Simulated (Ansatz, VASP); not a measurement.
# One calculation of Sc3NbO2, two programs

```
Sc Nb O
1.0
     5.46646    0.00000    0.00000
    -2.73323    4.73409    0.00000
     0.00000    0.00000    7.71606
Sc Nb O
3 1 2
Direct
  0.33333 0.66667 0.00000
  0.66667 0.33333 0.00000
  0.00000 0.00000 0.00000
  0.00000 0.00000 0.50000
  0.00000 0.00000 0.25576
  0.00000 0.00000 0.74424
```

Alike in both runs: functional PBE; k mesh 6 × 6 × 4; occupations gaussian, width 0.1 eV; no spin polarisation.

Ansatz relaxed the structure, and its values are those at the end. VASP's run is a single point on that final structure, the one shown.

|  | VASP | Ansatz |
| --- | --- | --- |
| version | VASP 6.6.1 | Ansatz 0.2.0 |
| potentials or method | VASP PAW PBE potentials, release 64 (Sc_sv, Nb_sv, O), cutoff 520 eV | scalar-relativistic, plane waves, PAW |
| valence electrons in the cell | 58 | 58 |

```tsv
	VASP	Ansatz	Ansatz less VASP
gap on the k mesh at the Fermi level (eV)	none	none	-
pressure (GPa)	0.2	0.1	-0.04
rms of the force components (eV/Å)	0.035	0.000	-0.0344
```

A gap of «none» marks a metal or a gap that the smearing closes.
